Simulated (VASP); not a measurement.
Crystal: YSc2Pt2.

```
CELL_PARAMETERS angstrom
3.48336 0.00000 0.00000
-1.74168 3.01668 0.00000
0.00000 0.00000 9.10745
ATOMIC_POSITIONS crystal
Y 0.00000 0.00000 0.00000
Sc 0.33333 0.66667 0.14100
Sc 0.66667 0.33333 0.85900
Pt 0.33333 0.66667 0.66700
Pt 0.66667 0.33333 0.33300
```

- Program: VASP 6.6.1
- Task: relaxation of cell and atoms
- Functional: PBE
- Potentials or basis: VASP PAW PBE potentials, release 64 (Y_sv, Sc_sv, Pt)
- Cutoff: 600 eV
- k mesh: 6 × 6 × 2
- Occupations: gaussian, width 0.1 eV
- Spin: no spin polarisation

At the start: pressure 18.3 GPa; volume 19.14 Å³/atom.

Question: How do energy, volume and symmetry change on relaxing?

Answer: Over 44 steps the energy falls by 2410.4 meV/atom and the volume is 22.10 Å³/atom (+15.5 %); space group P-3m1 (No. 164, to 0.1 Å) before and after.

The path:
| step | energy change (eV) | largest force (eV/Å) | pressure (GPa) | volume (Å³) |
| --- | --- | --- | --- | --- |
| 1 | 0.0000 | 5.8208 | 18.28 | 95.70 |
| 3 | -4.7330 | 3.1954 | -4.72 | 143.83 |
| 5 | -6.3317 | 1.5897 | -0.61 | 138.30 |
| 7 | -7.2524 | 0.8370 | -1.77 | 141.35 |
| 9 | -7.9411 | 1.4533 | -10.27 | 158.60 |
| 11 | -8.5388 | 1.4061 | -11.59 | 159.87 |
| 13 | -8.7892 | 0.9904 | -11.51 | 160.34 |
| 15 | -9.2288 | 1.2501 | -9.98 | 154.88 |
| 17 | -8.7380 | 7.4293 | 19.28 | 110.57 |
| 19 | -10.1324 | 3.2901 | -1.01 | 131.25 |
| 21 | -11.0854 | 2.0647 | 3.02 | 118.82 |
| 23 | -11.1641 | 1.7874 | 5.83 | 114.54 |
| 25 | -11.5316 | 0.6369 | -2.50 | 123.17 |
| 27 | -11.7692 | 0.1094 | 0.16 | 116.29 |
| 29 | -11.8136 | 0.1455 | -0.29 | 115.60 |
| 31 | -11.8586 | 0.3778 | -0.56 | 115.02 |
| 33 | -11.8815 | 0.5749 | 0.88 | 112.85 |
| 35 | -11.9401 | 0.5881 | 0.35 | 112.18 |
| 37 | -11.9926 | 0.2152 | -1.68 | 113.33 |
| 39 | -12.0137 | 0.3757 | 0.35 | 110.64 |
| 41 | -12.0470 | 0.0921 | 0.98 | 109.52 |
| 43 | -12.0510 | 0.0527 | -0.07 | 110.61 |
| 44 | -12.0521 | 0.0357 | -0.01 | 110.51 |

Final structure:
```
Y Sc Pt
1.0
     4.74889    0.00000    0.00000
    -2.37445    4.11266    0.00000
     0.00000    0.00000    5.65833
Y Sc Pt
1 2 2
Direct
  0.00000 0.00000 0.00000
  0.33333 0.66667 0.34305
  0.66667 0.33333 0.65695
  0.33333 0.66667 0.82035
  0.66667 0.33333 0.17965
```

Caveat: the volume moved by over 15 % at a fixed basis, so the end points are rough.
